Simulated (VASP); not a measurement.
# CsBr (Pm-3m) in VASP: settings compared

Aim: see how the results for CsBr move with the level of theory and the settings. Levels: PBE, LDA, r2SCAN, HSE06. Tasks: single point.

Everything below comes from runs of VASP 6.6.1. Logs are shortened: lines on timing, memory, paths and dates and some standing lists are left out, and cuts for length are marked.

**1. The cell of the first run**

Symmetry: Pm-3m, No. 221, cubic system. The conventional cell has a = 4.320 Å, b = 4.320 Å, c = 4.320 Å, α = 90.00°, β = 90.00°, γ = 90.00°. Cs (site symmetry m-3m) has 8 Br at 3.74 Å and 6 Cs at 4.32 Å within 4.9 Å. Within 4.9 Å of Br (site symmetry m-3m) lie 8 Cs at 3.74 Å and 6 Br at 4.32 Å.

**2. Single point, PBE**

INCAR reads:

```
ALGO = Normal
EDIFF = 1E-6
ENCUT = 500
GGA = PE
GGA_COMPAT = F
ISIF = 2
ISMEAR = 0
LASPH = T
LCHARG = F
LREAL = F
LWAVE = F
NBANDS = 15
NELM = 120
PREC = Accurate
SIGMA = 0.01
```

KPOINTS reads:

```
k-points
0
Gamma
  4 4 4
```

POSCAR reads:

```
CsBr
1.0
    4.3196005666      0.0000000000      0.0000000000
    0.0000000000      4.3196005666      0.0000000000
    0.0000000000      0.0000000000      4.3196005666
Cs Br
1 1
Direct
    0.0000000000      0.0000000000      0.0000000000
    0.5000000000      0.5000000000      0.5000000000
```

Potentials or basis: VASP PAW PBE potentials, release 64 (Cs_sv, Br).

Run with:

```bash
$ cat potpaw_PBE.64/Cs_sv/POTCAR potpaw_PBE.64/Br/POTCAR > POTCAR
$ mpirun -np 1 vasp_std > vasp.out
```

OUTCAR:

```text
EDIFF = 1E-6
   ENCUT = 500
   GGA = PE
   ISIF = 2
   ISMEAR = 0
   LASPH = T
   LREAL = F
   NELM = 120
   PREC = Accurate

 ion  position               nearest neighbor table
   1  0.000  0.000  0.000-
   2  0.500  0.500  0.500-

  LATTYP: Found a simple cubic cell.
 ALAT       =     4.3196005666

  Lattice vectors:

 A1 = (   4.3196005666,   0.0000000000,   0.0000000000)
 A2 = (   0.0000000000,   4.3196005666,   0.0000000000)
 A3 = (   0.0000000000,   0.0000000000,   4.3196005666)

Analysis of symmetry for initial positions (statically):
=====================================================================
 Subroutine PRICEL returns:
 Original cell was already a primitive cell.

 Routine SETGRP: Setting up the symmetry group for a
 simple cubic supercell.

 Subroutine GETGRP returns: Found 48 space group operations
 (whereof 48 operations were pure point group operations)
 out of a pool of 48 trial point group operations.

The static configuration has the point symmetry O_h .

Analysis of symmetry for dynamics (positions and initial velocities):
=====================================================================
 Subroutine PRICEL returns:
 Original cell was already a primitive cell.

 Routine SETGRP: Setting up the symmetry group for a
 simple cubic supercell.

 Subroutine GETGRP returns: Found 48 space group operations
 (whereof 48 operations were pure point group operations)
 out of a pool of 48 trial point group operations.

The dynamic configuration has the point symmetry O_h .

 Subroutine INISYM returns: Found 48 space group operations
 (whereof 48 operations are pure point group operations),
 and found     1 'primitive' translations

----------------------------------------------------------------------------------------

                                     Primitive cell

  volume of cell :      80.5992

  direct lattice vectors                    reciprocal lattice vectors
     4.319600567  0.000000000  0.000000000     0.231502887  0.000000000  0.000000000
     0.000000000  4.319600567  0.000000000     0.000000000  0.231502887  0.000000000
     0.000000000  0.000000000  4.319600567     0.000000000  0.000000000  0.231502887

  length of vectors
     4.319600567  4.319600567  4.319600567     0.231502887  0.231502887  0.231502887

  position of ions in fractional coordinates (direct lattice)
     0.000000000  0.000000000  0.000000000
     0.500000000  0.500000000  0.500000000

  ion indices of the primitive-cell ions
[... 70 lines left out ...]
   PSTRESS=    0.0 pullay stress
   NELECT =      16.0000    total number of electrons
   NUPDOWN=      -1.0000    fix difference up-down
   EMIN   =  10.00;   EMAX   =-10.00  energy-range for DOS
   EFERMI =   0.00;   METHOD = LEGACY
   ISMEAR =     0;   SIGMA  =   0.01  broadening in eV -4-tet -1-fermi 0-gaus
   EFERMI_NEDOS =   21; number of points for ismear=-14 and -15
   IALGO  =     38    algorithm
   IMIX   =      4    mixing-type and parameters
     AMIX     =   0.40;   BMIX     =  1.00
     AMIX_MAG =   1.60;   BMIX_MAG =  1.00
  volume/ion in A,a.u.               =      40.30       271.96
  Fermi-wavevector in a.u.,A,eV,Ry     =   0.955003  1.804693 12.408922  0.912030
  Thomas-Fermi vector in A             =   2.083801
   LORBIT       =      0    0 simple, 1 ext, 2 COOP (PROOUT), +10 PAW based schemes
   GGA     = PE    functional components
   LHFCALC =     F    Hartree Fock is set to
   AEXX    =    0.0000 exact exchange contribution
   IVDW    =     0    specifies the selected vdW correction
   LEPSILON=     F    determine dielectric tensor
   LRPA    =     F    only Hartree local field effects (RPA)
 non-spin polarized calculation
 Gauss-broadening in eV      SIGMA  =   0.01
  energy-cutoff  :      500.00
  volume of cell :       80.60
 maximum number of plane-waves:      2103
 NGX is ok and might be reduce to    32
   NGX = 15   NGY = 15   NGZ = 15

 number of electron      16.0000001 magnetization

 Free energy of the ion-electron system (eV)
  ---------------------------------------------------
  ext. energy  EPLUGINS =         0.00000000
  ---------------------------------------------------
  free energy    TOTEN  =        -6.01412231 eV

  energy without entropy =       -6.01412231  energy(sigma->0) =       -6.01412231

 E-fermi :  -0.3463     XC(G=0):  -7.9702

 val. band max:       -0.4086270210   @ k =   0.5000   0.5000   0.0000
 cond. band min:       4.0153736947   @ k =   0.0000   0.0000   0.0000
 fundamental gap:      4.4240007157
 Fermi energy:        -0.3462782963

 k-point     1 :       0.0000    0.0000    0.0000
  band No.  band energies     occupation
      1     -20.2247      2.00000
      2     -12.7500      2.00000
      3      -6.8273      2.00000
      4      -6.8273      2.00000
      5      -6.8273      2.00000
      6      -0.4169      2.00000
      7      -0.4169      2.00000
      8      -0.4169      2.00000
      9       4.0154      0.00000
     10       4.5240      0.00000
     11       4.5240      0.00000
     12       8.6354      0.00000
     13       8.6354      0.00000
     14       8.6354      0.00000
[... 149 lines left out ...]
      2     -12.5801      2.00000
      3      -7.2089      2.00000
      4      -7.2089      2.00000
      5      -7.2089      2.00000
      6      -1.5383      2.00000
      7      -1.5383      2.00000
      8      -1.5383      2.00000
      9       7.8040      0.00000
     10       7.8040      0.00000
     11       7.8040      0.00000
     12       8.6517      0.00000
     13       8.6517      0.00000
     14       8.6517      0.00000
     15      10.7816      0.00000

------------------------ aborting loop because EDIFF is reached ----------------------------------------

  FORCE on cell =-STRESS in cart. coord.  units (eV):
  Direction    XX          YY          ZZ          XY          YZ          ZX
  --------------------------------------------------------------------------------------
  -------------------------------------------------------------------------------------
  Total        0.3643757      0.3643757      0.3643757     -0.0000000     -0.0000000      0.0000000
  in kB        7.2431784      7.2431784      7.2431784     -0.0000000     -0.0000000      0.0000000
  external PRESSURE =       7.2431784 kB  Pullay stress =       0.0000000 kB

 VOLUME and BASIS-vectors are now :
 -----------------------------------------------------------------------------
  energy-cutoff  :      500.00
  volume of cell :       80.60
      direct lattice vectors                 reciprocal lattice vectors
     4.319600567  0.000000000  0.000000000     0.231502887  0.000000000  0.000000000
     0.000000000  4.319600567  0.000000000     0.000000000  0.231502887  0.000000000
     0.000000000  0.000000000  4.319600567     0.000000000  0.000000000  0.231502887

 POSITION                                       TOTAL-FORCE (eV/Angst)
 -----------------------------------------------------------------------------------
      0.00000      0.00000      0.00000         0.000000      0.000000      0.000000
      2.15980      2.15980      2.15980         0.000000      0.000000      0.000000
 -----------------------------------------------------------------------------------
    total drift:                                0.000000      0.000000     -0.000000

  FREE ENERGIE OF THE ION-ELECTRON SYSTEM (eV)
  ---------------------------------------------------
  free  energy   TOTEN  =        -6.0141223059 eV

  energy  without entropy=       -6.0141223059  energy(sigma->0) =       -6.01412231
```

OSZICAR:

```text
N       E                     dE             d eps       ncg     rms          rms(c)
DAV:   1     0.847107045637E+02    0.84711E+02   -0.62722E+03   300   0.878E+02
DAV:   2     0.582470250677E+00   -0.84128E+02   -0.77476E+02   421   0.150E+02
DAV:   3    -0.622970994835E+01   -0.68122E+01   -0.67935E+01   370   0.476E+01
DAV:   4    -0.628335231382E+01   -0.53642E-01   -0.53637E-01   384   0.509E+00
DAV:   5    -0.628364536822E+01   -0.29305E-03   -0.29305E-03   391   0.388E-01    0.180E+00
DAV:   6    -0.604902061318E+01    0.23462E+00   -0.21836E-01   349   0.245E+00    0.104E+00
DAV:   7    -0.601106206758E+01    0.37959E-01   -0.12288E-01   356   0.180E+00    0.612E-01
DAV:   8    -0.601422584625E+01   -0.31638E-02   -0.14605E-02   328   0.698E-01    0.125E-01
DAV:   9    -0.601400456738E+01    0.22128E-03   -0.12685E-03   384   0.186E-01    0.687E-02
DAV:  10    -0.601411983762E+01   -0.11527E-03   -0.22380E-04   314   0.968E-02    0.164E-02
DAV:  11    -0.601412324287E+01   -0.34053E-05   -0.24111E-05   356   0.285E-02    0.114E-02
DAV:  12    -0.601412230593E+01    0.93695E-06   -0.51694E-06   342   0.130E-02
   1 F= -.60141223E+01 E0= -.60141223E+01  d E =-.346552E-20
```

stdout:

```text
POSCAR found type information on POSCAR CsBr
 POSCAR found :  2 types and       2 ions
 scaLAPACK will be used
 LDA part: xc-table for (Slater+PW92), standard interpolation
 POSCAR, INCAR and KPOINTS ok, starting setup
 FFT: planning ... GRIDC
 FFT: planning ... GRID_SOFT
 FFT: planning ... GRID
 WAVECAR not read
 entering main loop
```

Run time: 14 s. Hardware: 1 thread of AMD EPYC 7R13, shared host; peak memory 0.14 GiB.

Results:

```
Free energy            : -6.0141 eV
Pressure               : 0.7 GPa
Band gap on the k mesh : 4.42 eV, indirect (least direct gap 4.43 eV)
```

Levels at points of the mesh, in eV from the valence-band top:
```
           k point  band 5  band 6  band 7  band 8  band 9  band 10  band 11  band 12
(0.00, 0.00, 0.00)   -6.42   -0.01   -0.01   -0.01    4.42     4.93     4.93     9.04
(0.50, 0.00, 0.00)   -6.32   -1.28   -0.20   -0.20    5.91     7.19     7.63     8.33
(0.50, 0.50, 0.00)   -6.26   -0.57   -0.57    0.00    5.25     5.48     7.20     7.20
(0.50, 0.50, 0.50)   -6.80   -1.13   -1.13   -1.13    8.21     8.21     8.21     9.06
```

Caveat: spin-orbit coupling is left out, which moves the levels of the heavy elements.

**3. Single point, PBE**

INCAR reads:

```
SYSTEM = CsBr
PREC = Accurate
ENCUT = 500
EDIFF = 1E-6
ISMEAR = 0
SIGMA = 0.01
LREAL = .FALSE.
LASPH = .TRUE.
NELM = 120
ALGO = Normal
ISIF = 2
LWAVE = .FALSE.
LCHARG = .FALSE.
GGA = PE
NBANDS = 15
GGA_COMPAT = .FALSE.
```

KPOINTS reads:

```
Automatic mesh
0
G
  4 4 4
  0 0 0
```

POSCAR is that of step 2.

Potentials or basis: VASP PAW PBE potentials, release 64 (Cs_sv, Br).

Run with:

```bash
$ cat potpaw_PBE.64/Cs_sv/POTCAR potpaw_PBE.64/Br/POTCAR > POTCAR
$ mpirun -np 1 vasp_std > vasp.out
```

Wall time 18 s (1 thread of AMD EPYC 7R13, shared host); peak memory 0.15 GiB.

It converged, with:

```yaml
Free_energy: -6.0141 eV
Pressure: 0.7 GPa
Band_gap_on_the_k_mesh: 4.42 eV, indirect (least direct gap 4.43 eV)
```

Levels at points of the mesh, in eV from the valence-band top:
```tsv
k point	band 5	band 6	band 7	band 8	band 9	band 10	band 11	band 12
(0.00, 0.00, 0.00)	-6.42	-0.01	-0.01	-0.01	4.42	4.93	4.93	9.04
(0.50, 0.00, 0.00)	-6.32	-1.28	-0.20	-0.20	5.91	7.19	7.63	8.33
(0.50, 0.50, 0.00)	-6.26	-0.57	-0.57	0.00	5.25	5.48	7.20	7.20
(0.50, 0.50, 0.50)	-6.80	-1.13	-1.13	-1.13	8.21	8.21	8.21	9.06
```

Caveat: spin-orbit coupling is left out, which moves the levels of the heavy elements.

**4. Single point, LDA**

INCAR reads:

```
PREC = Accurate
ENCUT = 500
EDIFF = 1E-6
ISMEAR = 0
SIGMA = 0.01
LREAL = F
LASPH = T
NELM = 120
ALGO = Normal
ISIF = 2
LWAVE = F
LCHARG = F
GGA = CA
NBANDS = 15
GGA_COMPAT = F
```

KPOINTS reads:

```
Automatic mesh
0
Gamma
  4 4 4
```

POSCAR is that of step 3.

Potentials or basis: VASP PAW LDA potentials, release 64 (Cs_sv, Br).

Run with:

```bash
$ cat potpaw_LDA.64/Cs_sv/POTCAR potpaw_LDA.64/Br/POTCAR > POTCAR
$ mpirun -np 1 vasp_std > vasp.out
```

Wall time 14 s (1 thread of AMD EPYC 7R13, shared host); peak memory 0.12 GiB.

It converged, with:

```yaml
Free_energy: -6.7309 eV
Pressure: -1.9 GPa
Band_gap_on_the_k_mesh: 4.05 eV, indirect (least direct gap 4.06 eV)
```

Levels at points of the mesh, in eV from the valence-band top:
```tsv
k point	band 4	band 5	band 6	band 7	band 8	band 9	band 10	band 11	band 12	band 13
(0.00, 0.00, 0.00)	-6.35	-6.35	-0.01	-0.01	-0.01	4.05	4.69	4.69	8.96	8.96
(0.50, 0.00, 0.00)	-6.25	-6.25	-1.35	-0.21	-0.21	5.69	6.94	7.33	8.08	8.66
(0.50, 0.50, 0.00)	-6.94	-6.18	-0.59	-0.59	0.00	4.97	5.24	7.05	7.05	10.61
(0.50, 0.50, 0.50)	-6.76	-6.76	-1.18	-1.18	-1.18	8.06	8.06	8.06	8.79	8.79
```

Caveat: spin-orbit coupling is left out, which moves the levels of the heavy elements.

**5. Single point, r2SCAN**

POSCAR is that of step 4.

INCAR.step1 reads:

```
  PREC = Accurate
  ENCUT = 550
  ISMEAR = 0
  SIGMA = 0.01
  LREAL = F
  LASPH = T
  NELM = 120
  NBANDS = 15
  GGA = PE
  ALGO = Normal
  EDIFF = 1E-5
  LWAVE = T
  LCHARG = F
  GGA_COMPAT = F
```

INCAR.step2 reads:

```
  PREC = Accurate
  ENCUT = 550
  EDIFF = 1E-6
  ISMEAR = 0
  SIGMA = 0.01
  LREAL = F
  LASPH = T
  NELM = 120
  ALGO = Normal
  ISIF = 2
  LWAVE = F
  LCHARG = F
  METAGGA = R2SCAN
  LMIXTAU = T
  NBANDS = 15
  ISTART = 1
  GGA_COMPAT = F
```

KPOINTS reads:

```
regular mesh
0
Gamma
  4 4 4
```

Potentials or basis: VASP PAW PBE potentials, release 64 (Cs_sv, Br).

Run with:

```bash
$ cat potpaw_PBE.64/Cs_sv/POTCAR potpaw_PBE.64/Br/POTCAR > POTCAR
$ cp INCAR.step1 INCAR
$ mpirun -np 1 vasp_std > vasp.out
$ cp INCAR.step2 INCAR
$ mpirun -np 1 vasp_std > vasp.out
```

Run time: 1.7 min. Hardware: 1 thread of AMD EPYC 7R13, shared host; peak memory 0.19 GiB.

The run converged. Its results:

```
Free energy            : -42.3246 eV
Pressure               : 0.1 GPa
Band gap on the k mesh : 5.18 eV, indirect (the least direct gap lies 5.0 meV higher)
```

Levels at points of the mesh, in eV from the valence-band top:
| k point | band 6 | band 7 | band 8 | band 9 | band 10 | band 11 |
| --- | --- | --- | --- | --- | --- | --- |
| (0.00, 0.00, 0.00) | -0.01 | -0.01 | -0.01 | 5.18 | 5.42 | 5.42 |
| (0.50, 0.00, 0.00) | -1.26 | -0.19 | -0.19 | 6.43 | 7.85 | 8.37 |
| (0.50, 0.50, 0.00) | -0.58 | -0.58 | 0.00 | 5.83 | 6.11 | 7.85 |
| (0.50, 0.50, 0.50) | -1.13 | -1.13 | -1.13 | 8.89 | 8.89 | 8.89 |

Caveat: the PAW data sets were made with another functional, which shifts forces and pressure a little; spin-orbit coupling is left out, which moves the levels of the heavy elements.

**6. Single point, HSE06**

POSCAR is that of step 5.

INCAR.step1 reads:

```
SYSTEM = CsBr
ALGO     = Normal         ! electronic algorithm
EDIFF    = 1E-5           ! SCF threshold, eV
ENCUT    = 400            ! plane-wave cutoff, eV
GGA      = PE             ! functional
GGA_COMPAT= .False.      
ISIF     = 2              ! what is computed and relaxed
ISMEAR   = 0              ! smearing method
LASPH    = .True.         ! aspherical terms in the spheres
LREAL    = .False.        ! projectors in reciprocal space
LWAVE    = .True.         ! write WAVECAR
NBANDS   = 15             ! bands
NELM     = 120            ! most SCF steps
PREC     = Accurate       ! precision mode
SIGMA    = 0.01           ! smearing width, eV
```

INCAR.step2 reads:

```
SYSTEM = CsBr
ALGO     = Normal         ! electronic algorithm
EDIFF    = 1E-6           ! SCF threshold, eV
ENCUT    = 400            ! plane-wave cutoff, eV
GGA      = PE             ! functional
GGA_COMPAT= .False.      
HFSCREEN = 0.2079         ! screening, 1/A
ISIF     = 2              ! what is computed and relaxed
ISMEAR   = 0              ! smearing method
ISTART   = 1            
LASPH    = .True.         ! aspherical terms in the spheres
LCHARG   = .True.         ! write CHGCAR
LELF     = .True.         ! ELF
LHFCALC  = .True.         ! exact exchange
LREAL    = .False.        ! projectors in reciprocal space
LVHAR    = .True.       
LWAVE    = .False.        ! write WAVECAR
NBANDS   = 15             ! bands
NELM     = 120            ! most SCF steps
PREC     = Accurate       ! precision mode
PRECFOCK = Normal       
SIGMA    = 0.01           ! smearing width, eV
```

KPOINTS reads:

```
k-points
0
Gamma
  4 4 4
  0 0 0
```

Potentials or basis: VASP PAW PBE potentials, release 64 (Cs_sv, Br).

Run with:

```bash
$ cat potpaw_PBE.64/Cs_sv/POTCAR potpaw_PBE.64/Br/POTCAR > POTCAR
$ cp INCAR.step1 INCAR
$ mpirun -np 1 vasp_std > vasp.out
$ cp INCAR.step2 INCAR
$ mpirun -np 1 vasp_std > vasp.out
```

It took 12 min on 1 thread of AMD EPYC 7R13, shared host; peak memory 0.24 GiB.

It converged, with:

```
Free energy            : -6.9989 eV
Pressure               : 0.4 GPa
Band gap on the k mesh : 5.60 eV, indirect (least direct gap 5.60 eV)
```

Levels at points of the mesh, in eV from the valence-band top:
| k point | band 6 | band 7 | band 8 | band 9 | band 10 | band 11 |
| --- | --- | --- | --- | --- | --- | --- |
| (0.00, 0.00, 0.00) | -0.01 | -0.01 | -0.01 | 5.60 | 6.08 | 6.08 |
| (0.50, 0.00, 0.00) | -1.34 | -0.20 | -0.20 | 7.14 | 8.47 | 8.86 |
| (0.50, 0.50, 0.00) | -0.61 | -0.61 | 0.00 | 6.42 | 6.68 | 8.48 |
| (0.50, 0.50, 0.50) | -1.19 | -1.19 | -1.19 | 9.57 | 9.57 | 9.57 |

Caveat: the PAW data sets were made with another functional, which shifts forces and pressure a little; spin-orbit coupling is left out, which moves the levels of the heavy elements.

**7. Overview**

```csv
level,potentials or basis,cutoff (eV),grid for exact exchange (PRECFOCK),screening parameter,gap on the mesh (eV),pressure (GPa)
PBE,"VASP PAW PBE potentials, release 64 (Cs_sv, Br)",500,-,-,4.42,0.7
LDA,"VASP PAW LDA potentials, release 64 (Cs_sv, Br)",500,-,-,4.05,-1.9
r2SCAN,"VASP PAW PBE potentials, release 64 (Cs_sv, Br)",550,-,-,5.18,0.1
HSE06,"VASP PAW PBE potentials, release 64 (Cs_sv, Br)",400,Normal,0.2079 1/Å,5.60,0.4
```

Alike in all rows: task single point; no spin polarisation; cell as given; k mesh 4 × 4 × 4; smearing gaussian 0.01 eV.

Caveats: spin-orbit coupling is left out, which moves the levels of the heavy elements; the PAW data sets were made with another functional, which shifts forces and pressure a little (some runs).

Absolute energies hang on the potentials; compare differences alone.
